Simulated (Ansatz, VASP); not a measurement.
## FeO: VASP beside Ansatz

INCAR

```
SYSTEM = FeO
PREC = Accurate ; ENCUT = 700
EDIFF = 1E-6 ; ISMEAR = -1
SIGMA = 0.05 ; LREAL = .FALSE.
LASPH = .TRUE. ; NELM = 200
ALGO = Normal ; ISIF = 2
LWAVE = .FALSE. ; LCHARG = .TRUE.
ISPIN = 2 ; MAGMOM = 3 0
LORBIT = 11 ; LMAXMIX = 4
GGA = RE ; LELF = .TRUE.
LVHAR = .TRUE. ; NBANDS = 22
GGA_COMPAT = .FALSE.
```

File KPOINTS:

```
regular mesh
0
G
  11 11 11
  0 0 0
```

File POSCAR:

```
FeO
1.0
    0.0000000000      2.1113998987      2.1113998987
    2.1113998987      0.0000000000      2.1113998987
    2.1113998987      2.1113998987      0.0000000000
Fe O
1 1
Direct
    0.0000000000      0.0000000000      0.0000000000
    0.5000000000      0.5000000000      0.5000000000
```

The input input.yaml:

```yaml
crystal:
  lattice:
    - [0.0, 2.1113998987, 2.1113998987]
    - [2.1113998987, 0.0, 2.1113998987]
    - [2.1113998987, 2.1113998987, 0.0]
  atoms:
    - { symbol: Fe, position: [0.0, 0.0, 0.0], spin: 3.0 }
    - { symbol: O, position: [0.5, 0.5, 0.5] }
hamiltonian:
  xc: revpbe
  pseudopotentials: { kind: paw }
magnetization:
  spin_polarized: true
kpoints:
  mp_grid: { grid: [11, 11, 11] }
scf:
  occupations: { method: fermi_dirac, width: 0.05 }
output:
  forces: true
  stress: true
  eigenvalues: true
```

Alike in both runs: task single point; functional revPBE; k mesh 11 × 11 × 11; occupations fermi-dirac, width 0.05 eV; collinear spin.

|  | VASP | Ansatz |
| --- | --- | --- |
| version | VASP 6.6.1 | Ansatz 0.2.0 |
| potentials or method | VASP PAW PBE potentials, release 64 (Fe_sv, O) | Ansatz PAW |
| plane-wave cutoff (eV) | 700 | 420 |
| valence electrons in the cell | 22 | 22 |

VASP gave:

- gap on the k mesh at the Fermi level (eV): none
- pressure (GPa): 16.0
- net moment per atom (μB): 2.00
- size of the moment on the site where the two differ most (μB): 3.48

Question: Estimate Ansatz's values.

Answer: gap on the k mesh at the Fermi level (eV): none; pressure (GPa): 17.3; net moment per atom (μB): 2.00; size of the moment on the site where the two differ most (μB): 3.43.

VASP's potentials were made for PBE, not for revPBE. Site moments also hang on the region over which each program counts them. A gap of «none» marks a metal or a gap that the smearing closes.
